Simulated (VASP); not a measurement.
# InP (F-43m) in VASP: a series of runs

InP is run at these levels: PBEsol; tasks: relaxation of cell and atoms.

Everything below comes from runs of VASP 6.6.1. Logs are shortened: lines on timing, memory, paths and dates and some standing lists are left out, and cuts for length are marked.

### 1 The cell of the first run

The structure is cubic, space group F-43m (No. 216). Conventional cell: a = 5.861 Å, b = 5.861 Å, c = 5.861 Å, α = 90.00°, β = 90.00°, γ = 90.00°. In (site symmetry -43m) has 4 P at 2.54 Å within 3.3 Å. P (site symmetry -43m) has 4 In at 2.54 Å within 3.3 Å.

### 2 Relaxation of cell and atoms, PBEsol, target pressure 20 GPa, at which the enthalpy is minimised

The input, INCAR:

```
SYSTEM = InP
ALGO = Normal
EDIFF = 1E-6
EDIFFG = -0.02
ENCUT = 600
GGA = PS
IBRION = 2
ISIF = 3
ISMEAR = -1
LASPH = .TRUE.
LCHARG = .FALSE.
LREAL = .FALSE.
LWAVE = .FALSE.
NELM = 60
NSW = 80
PREC = Accurate
PSTRESS = 200.0
SIGMA = 0.05
```

The input, KPOINTS:

```
k-points
0
G
  8 8 8
  0 0 0
```

The input, POSCAR:

```
InP
1.0
    0.0000000000      2.9305000000      2.9305000000
    2.9305000000      0.0000000000      2.9305000000
    2.9305000000      2.9305000000      0.0000000000
In P
1 1
Direct
    0.0000000000      0.0000000000      0.0000000000
    0.7500000000      0.7500000000      0.7500000000
```

Potentials or basis: VASP PAW PBE potentials, release 64 (In_d, P).

The run is started by

```sh
$ cat potpaw_PBE.64/In_d/POTCAR potpaw_PBE.64/P/POTCAR > POTCAR
$ mpirun -np 1 vasp_std > vasp.out
```

OUTCAR:

```text
SYSTEM = InP
   EDIFF = 1E-6
   EDIFFG = -0.02
   ENCUT = 600
   GGA = PS
   IBRION = 2
   ISIF = 3
   ISMEAR = -1
   LASPH = .TRUE.
   LREAL = .FALSE.
   NELM = 60
   NSW = 80
   PREC = Accurate
   PSTRESS = 200.0

 ion  position               nearest neighbor table
   1  0.000  0.000  0.000-   2 2.54   2 2.54   2 2.54   2 2.54
   2  0.750  0.750  0.750-   1 2.54   1 2.54   1 2.54   1 2.54

  LATTYP: Found a face centered cubic cell.
 ALAT       =     5.8610000000

  Lattice vectors:

 A1 = (   0.0000000000,   2.9305000000,   2.9305000000)
 A2 = (   2.9305000000,   0.0000000000,   2.9305000000)
 A3 = (   2.9305000000,   2.9305000000,   0.0000000000)

Analysis of symmetry for initial positions (statically):
=====================================================================
 Subroutine PRICEL returns:
 Original cell was already a primitive cell.

 Routine SETGRP: Setting up the symmetry group for a
 face centered cubic supercell.

 Subroutine GETGRP returns: Found 24 space group operations
 (whereof 24 operations were pure point group operations)
 out of a pool of 48 trial point group operations.

The static configuration has the point symmetry T_d .

Analysis of symmetry for dynamics (positions and initial velocities):
=====================================================================
 Subroutine PRICEL returns:
 Original cell was already a primitive cell.

 Routine SETGRP: Setting up the symmetry group for a
 face centered cubic supercell.

 Subroutine GETGRP returns: Found 24 space group operations
 (whereof 24 operations were pure point group operations)
 out of a pool of 48 trial point group operations.

The dynamic configuration has the point symmetry T_d .

 Subroutine INISYM returns: Found 24 space group operations
 (whereof 24 operations are pure point group operations),
 and found     1 'primitive' translations

----------------------------------------------------------------------------------------

                                     Primitive cell

  volume of cell :      50.3333

  direct lattice vectors                    reciprocal lattice vectors
     0.000000000  2.930500000  2.930500000    -0.170619348  0.170619348  0.170619348
     2.930500000  0.000000000  2.930500000     0.170619348 -0.170619348  0.170619348
     2.930500000  2.930500000  0.000000000     0.170619348  0.170619348 -0.170619348

  length of vectors
     4.144352845  4.144352845  4.144352845     0.295521380  0.295521380  0.295521380

  position of ions in fractional coordinates (direct lattice)
     0.000000000  0.000000000  0.000000000
     0.750000000  0.750000000  0.750000000

  ion indices of the primitive-cell ions
   primitive index   ion index
[... 28 lines left out ...]

 Following reciprocal coordinates:
            Coordinates               Weight
  0.000000  0.000000  0.000000      1.000000
  0.125000  0.000000  0.000000      8.000000
  0.250000  0.000000  0.000000      8.000000
  0.375000  0.000000  0.000000      8.000000
  0.500000  0.000000  0.000000      4.000000
  0.125000  0.125000  0.000000      6.000000
[... 16 lines left out ...]
  0.500000  0.250000  0.125000     48.000000
 -0.375000  0.250000  0.125000     24.000000
 [... further k-points ...]
   k-points           NKPTS =     29   k-points in BZ     NKDIM =     29   number of bands    NBANDS=     13
   number of dos      NEDOS =    301   number of ions     NIONS =      2
   total plane-waves  NPLWV =  46656
   dimension x,y,z NGX =    36 NGY =   36 NGZ =   36
   dimension x,y,z NGXF=    72 NGYF=   72 NGZF=   72
   ions per type =               1   1
   NGX,Y,Z   is equivalent  to a cutoff of  14.44, 14.44, 14.44 a.u.
   NGXF,Y,Z  is equivalent  to a cutoff of  28.88, 28.88, 28.88 a.u.
 SYSTEM =  InP
   PREC   = accura    normal or accurate (medium, high low for compatibility)
   ISTART =      0    job   : 0-new  1-cont  2-samecut
   ICHARG =      2    charge: 1-file 2-atom 10-const
   ISPIN  =      1    spin polarized calculation?
   LNONCOLLINEAR =      F non collinear calculations
   LSORBIT =      F    spin-orbit coupling
   LASPH  =      T    aspherical Exc in radial PAW
   ENCUT  =  600.0 eV  44.10 Ry    6.64 a.u.   8.28  8.28  8.28*2*pi/ulx,y,z
   NELM   =     60;   NELMIN=  2; NELMDL= -5     # of ELM steps
   EDIFF  = 0.1E-05   stopping-criterion for ELM
   LREAL  =      F    real-space projection
   EDIFFG = -.2E-01   stopping-criterion for IOM
   NSW    =     80    number of steps for IOM
   IBRION =      2    ionic relax: 0-MD 1-quasi-New 2-CG
   NFREE  =      1    steps in history (QN), initial steepest desc. (CG)
   ISIF   =      3    stress and relaxation
   ISYM   =      2    0-nonsym 1-usesym 2-fastsym
   POTIM  = 0.5000    time-step for ionic-motion
   TEBEG  =    0.0;   TEEND  =   0.0 temperature during run
   PSTRESS=  200.0 pullay stress
   NELECT =      18.0000    total number of electrons
   NUPDOWN=      -1.0000    fix difference up-down
   EMIN   =  10.00;   EMAX   =-10.00  energy-range for DOS
   EFERMI =   0.00;   METHOD = LEGACY
   ISMEAR =    -1;   SIGMA  =   0.05  broadening in eV -4-tet -1-fermi 0-gaus
   EFERMI_NEDOS =   21; number of points for ismear=-14 and -15
   IALGO  =     38    algorithm
   IMIX   =      4    mixing-type and parameters
     AMIX     =   0.40;   BMIX     =  1.00
     AMIX_MAG =   1.60;   BMIX_MAG =  1.00
  volume/ion in A,a.u.               =      25.17       169.83
  Fermi-wavevector in a.u.,A,eV,Ry     =   1.162021  2.195901 18.371846  1.350293
  Thomas-Fermi vector in A             =   2.298587
   LORBIT       =      0    0 simple, 1 ext, 2 COOP (PROOUT), +10 PAW based schemes
   GGA     = PS    functional components
   LHFCALC =     F    Hartree Fock is set to
   AEXX    =    0.0000 exact exchange contribution
   IVDW    =     0    specifies the selected vdW correction
   LEPSILON=     F    determine dielectric tensor
   LRPA    =     F    only Hartree local field effects (RPA)
 conjugate gradient relaxation of ions
 non-spin polarized calculation
  energy-cutoff  :      600.00
  volume of cell :       50.33
 maximum number of plane-waves:      1700
 NGX is ok and might be reduce to    36
   NGX = 17   NGY = 17   NGZ = 17

--------------------------------------- Ionic step        1  -------------------------------------------

 number of electron      17.9999998 magnetization

 Free energy of the ion-electron system (eV)
  ---------------------------------------------------
  ext. energy  EPLUGINS =         0.00000000
  ---------------------------------------------------
  free energy    TOTEN  =        -9.15420383 eV

  energy without entropy =       -9.15419233  energy(sigma->0) =       -9.15419808

 E-fermi :   5.4304     XC(G=0):  -9.4789

 val. band max:        5.0920439926   @ k =   0.0000   0.0000   0.0000
 cond. band min:       5.7066731155   @ k =   0.0000   0.0000   0.0000
 fundamental gap:      0.6146291229
 Fermi energy:         5.4304457668
[... 928 lines left out ...]
--------------------------------------- Ionic step        5  -------------------------------------------

 number of electron      18.0000003 magnetization

 Free energy of the ion-electron system (eV)
  ---------------------------------------------------
  ext. energy  EPLUGINS =         0.00000000
  ---------------------------------------------------
  free energy    TOTEN  =        -8.68800894 eV

  energy without entropy =       -8.68800888  energy(sigma->0) =       -8.68800891

 E-fermi :   7.9836     XC(G=0): -10.3156

 val. band max:        7.3553917172   @ k =   0.0000   0.0000   0.0000
 cond. band min:       8.6126992225   @ k =   0.5000   0.5000   0.0000
 fundamental gap:      1.2573075053
 Fermi energy:         7.9836205178
[... 417 lines left out ...]
  energy  without entropy=       -8.6880088807  energy(sigma->0) =       -8.68800891

  enthalpy is  TOTEN    =        -3.4622759675 eV   P V=        5.2257329716

 reached required accuracy - stopping structural energy minimisation
```

OSZICAR:

```text
N       E                     dE             d eps       ncg     rms          rms(c)
DAV:   1     0.117682014242E+03    0.11768E+03   -0.92644E+03   754   0.170E+03
DAV:   2    -0.673569735116E+00   -0.11836E+03   -0.11453E+03   764   0.349E+02
DAV:   3    -0.928419059975E+01   -0.86106E+01   -0.85384E+01   979   0.958E+01
[... 49 lines left out ...]
DAV:   2    -0.868838806672E+01    0.23160E-02   -0.48142E-03   974   0.207E+00    0.121E-01
DAV:   3    -0.868801323279E+01    0.37483E-03   -0.10526E-03   989   0.881E-01    0.786E-02
DAV:   4    -0.868801209188E+01    0.11409E-05   -0.62735E-05   774   0.874E-02    0.569E-02
DAV:   5    -0.868800810813E+01    0.39837E-05   -0.74486E-06  1025   0.320E-02    0.219E-02
DAV:   6    -0.868800893903E+01   -0.83090E-06   -0.93364E-07   537   0.147E-02
   5 F= -.34622760E+01 E0= -.34622759E+01  d E =-.591181E+00
```

Wall time 3.3 min (1 thread of AMD EPYC 7R43 (Zen 3), shared host); peak memory 0.19 GiB.

Results:

| Quantity | Value |
| --- | --- |
| Free energy | -8.6880 eV |
| Relaxed volume | 20.93 Å³/atom |
| Relaxed cell | a = 3.897 Å, b = 3.897 Å, c = 3.897 Å, α = 60.00°, β = 60.00°, γ = 60.00° |
| Space group after relaxing (to 0.05 Å) | F-43m (No. 216) |
| Energy change on relaxing (the enthalpy is what falls) | +233.1 meV/atom |
| Ionic steps | 5 |
| Pressure after relaxing | 20.0 GPa |
| Band gap on the k mesh | 1.26 eV, indirect (least direct gap 1.57 eV) |

The path:
```
step  energy change (eV)  largest force (eV/Å)  pressure (GPa)  volume (Å³)
   1              0.0000                0.0000            0.61        50.33
   2              3.7479                0.0000           94.73        31.25
   3              0.3890                0.0000           17.76        42.52
   4              0.4454                0.0000           19.41        42.03
   5              0.4662                0.0000           20.00        41.86
```

Final structure:
```cif
data_structure
_symmetry_space_group_name_H-M 'P 1'
_symmetry_Int_Tables_number 1
_cell_length_a 3.8975
_cell_length_b 3.8975
_cell_length_c 3.8975
_cell_angle_alpha 60.000
_cell_angle_beta 60.000
_cell_angle_gamma 60.000
_cell_volume 41.86
loop_
_atom_site_label
_atom_site_type_symbol
_atom_site_fract_x
_atom_site_fract_y
_atom_site_fract_z
_atom_site_occupancy
In1 In 0.00000 0.00000 0.00000 1
P1 P 0.75000 0.75000 0.75000 1
```

Levels at points of the mesh, in eV from the valence-band top:
```tsv
k point	band 7	band 8	band 9	band 10	band 11	band 12
(0.00, 0.00, 0.00)	0.00	0.00	0.00	1.57	3.92	3.92
(0.50, 0.00, 0.00)	-6.95	-1.30	-1.30	1.81	4.67	4.67
(0.50, 0.50, 0.00)	-6.74	-3.07	-3.07	1.26	2.02	10.34
```

Caveat: the cell is relaxed towards a set pressure, so the enthalpy falls and the energy may rise; the volume moved by over 15 % at a fixed basis, so the end points are rough; the PAW data sets were made with another functional, which shifts forces and pressure a little; spin-orbit coupling is left out, which moves the levels of the heavy elements. A k mesh can miss the band edges.

### 3 Relaxation of cell and atoms, PBEsol, target pressure 30 GPa, at which the enthalpy is minimised

The input, INCAR:

```
SYSTEM = InP
PREC     = Accurate       ! precision mode
ENCUT    = 600            ! plane-wave cutoff, eV
EDIFF    = 1E-7           ! SCF threshold, eV
ISMEAR   = -1             ! smearing method
SIGMA    = 0.05           ! smearing width, eV
LREAL    = .FALSE.        ! projectors in reciprocal space
LASPH    = .TRUE.         ! aspherical terms in the spheres
NELM     = 100            ! most SCF steps
ALGO     = Normal         ! electronic algorithm
ISIF     = 3              ! what is computed and relaxed
LWAVE    = .FALSE.        ! write WAVECAR
LCHARG   = .FALSE.        ! write CHGCAR
GGA      = PS             ! functional
IBRION   = 2              ! ionic algorithm
NSW      = 80             ! ionic steps
EDIFFG   = -0.02          ! ionic threshold
PSTRESS  = 300.0
```

The input, KPOINTS:

```
regular mesh
0
G
  8 8 8
  0 0 0
```

POSCAR is that of step 2.

Potentials or basis: VASP PAW PBE potentials, release 64 (In_d, P).

The run is started by

```sh
$ cat potpaw_PBE.64/In_d/POTCAR potpaw_PBE.64/P/POTCAR > POTCAR
$ mpirun -np 1 vasp_std > vasp.out
```

OUTCAR:

```text
SYSTEM = InP
   PREC = Accurate
   ENCUT = 600
   EDIFF = 1E-7
   ISMEAR = -1
   LREAL = .FALSE.
   LASPH = .TRUE.
   NELM = 100
   ISIF = 3
   GGA = PS
   IBRION = 2
   NSW = 80
   EDIFFG = -0.02
   PSTRESS = 300.0

 ion  position               nearest neighbor table
   1  0.000  0.000  0.000-   2 2.54   2 2.54   2 2.54   2 2.54
   2  0.750  0.750  0.750-   1 2.54   1 2.54   1 2.54   1 2.54

  LATTYP: Found a face centered cubic cell.
 ALAT       =     5.8610000000

  Lattice vectors:

 A1 = (   0.0000000000,   2.9305000000,   2.9305000000)
 A2 = (   2.9305000000,   0.0000000000,   2.9305000000)
 A3 = (   2.9305000000,   2.9305000000,   0.0000000000)

Analysis of symmetry for initial positions (statically):
=====================================================================
 Subroutine PRICEL returns:
 Original cell was already a primitive cell.

 Routine SETGRP: Setting up the symmetry group for a
 face centered cubic supercell.

 Subroutine GETGRP returns: Found 24 space group operations
 (whereof 24 operations were pure point group operations)
 out of a pool of 48 trial point group operations.

The static configuration has the point symmetry T_d .

Analysis of symmetry for dynamics (positions and initial velocities):
=====================================================================
 Subroutine PRICEL returns:
 Original cell was already a primitive cell.

[... 127 lines left out ...]
     AMIX_MAG =   1.60;   BMIX_MAG =  1.00
  volume/ion in A,a.u.               =      25.17       169.83
  Fermi-wavevector in a.u.,A,eV,Ry     =   1.162021  2.195901 18.371846  1.350293
  Thomas-Fermi vector in A             =   2.298587
   LORBIT       =      0    0 simple, 1 ext, 2 COOP (PROOUT), +10 PAW based schemes
   GGA     = PS    functional components
   LHFCALC =     F    Hartree Fock is set to
   AEXX    =    0.0000 exact exchange contribution
   IVDW    =     0    specifies the selected vdW correction
   LEPSILON=     F    determine dielectric tensor
   LRPA    =     F    only Hartree local field effects (RPA)
 conjugate gradient relaxation of ions
 non-spin polarized calculation
  energy-cutoff  :      600.00
  volume of cell :       50.33
 maximum number of plane-waves:      1700
 NGX is ok and might be reduce to    36
   NGX = 17   NGY = 17   NGZ = 17

--------------------------------------- Ionic step        1  -------------------------------------------

 number of electron      17.9999998 magnetization

 Free energy of the ion-electron system (eV)
  ---------------------------------------------------
  ext. energy  EPLUGINS =         0.00000000
  ---------------------------------------------------
  free energy    TOTEN  =        -9.15420384 eV

  energy without entropy =       -9.15419234  energy(sigma->0) =       -9.15419809

 E-fermi :   5.4304     XC(G=0):  -9.4789

 val. band max:        5.0920439903   @ k =   0.0000   0.0000   0.0000
 cond. band min:       5.7066731146   @ k =   0.0000   0.0000   0.0000
 fundamental gap:      0.6146291243
 Fermi energy:         5.4304457666
[... 928 lines left out ...]
--------------------------------------- Ionic step        5  -------------------------------------------

 number of electron      17.9999997 magnetization

 Free energy of the ion-electron system (eV)
  ---------------------------------------------------
  ext. energy  EPLUGINS =         0.00000000
  ---------------------------------------------------
  free energy    TOTEN  =        -8.30588614 eV

  energy without entropy =       -8.30588591  energy(sigma->0) =       -8.30588602

 E-fermi :   8.7735     XC(G=0): -10.6034

 val. band max:        8.2194212471   @ k =   0.0000   0.0000   0.0000
 cond. band min:       9.3290686856   @ k =   0.5000   0.5000   0.0000
 fundamental gap:      1.1096474386
 Fermi energy:         8.7734628878
[... 417 lines left out ...]
  energy  without entropy=       -8.3058859110  energy(sigma->0) =       -8.30588602

  enthalpy is  TOTEN    =        -0.9297969287 eV   P V=        7.3760892077

 reached required accuracy - stopping structural energy minimisation
```

Run time: 3.8 min. Hardware: 1 thread of AMD EPYC 7R43 (Zen 3), shared host; peak memory 0.19 GiB.

Results:

* Free energy: -8.3059 eV
* Relaxed volume: 19.70 Å³/atom
* Relaxed cell: a = 3.819 Å, b = 3.819 Å, c = 3.819 Å, α = 60.00°, β = 60.00°, γ = 60.00°
* Space group after relaxing (to 0.05 Å): F-43m (No. 216)
* Energy change on relaxing (the enthalpy is what falls): +424.2 meV/atom
* Ionic steps: 5
* Pressure after relaxing: 30.1 GPa
* Band gap on the k mesh: 1.11 eV, indirect (least direct gap 1.85 eV)

Step by step:
| step | energy change (eV) | largest force (eV/Å) | pressure (GPa) | volume (Å³) |
| --- | --- | --- | --- | --- |
| 1 | 0.0000 | 0.0000 | 0.61 | 50.33 |
| 2 | 11.6164 | 0.0000 | 268.05 | 23.64 |
| 3 | 0.5685 | 0.0000 | 22.82 | 41.10 |
| 4 | 0.7277 | 0.0000 | 27.01 | 40.07 |
| 5 | 0.8483 | 0.0000 | 30.06 | 39.39 |

Final structure:
```
In P
1.0
     0.00000    2.70061    2.70061
     2.70061    0.00000    2.70061
     2.70061    2.70061    0.00000
In P
1 1
Direct
  0.00000 0.00000 0.00000
  0.75000 0.75000 0.75000
```

Caveat: the cell is relaxed towards a set pressure, so the enthalpy falls and the energy may rise; the volume moved by over 15 % at a fixed basis, so the end points are rough; the PAW data sets were made with another functional, which shifts forces and pressure a little; spin-orbit coupling is left out, which moves the levels of the heavy elements. Expect the measured gap to be larger: semilocal functionals such as PBEsol lack the derivative discontinuity.
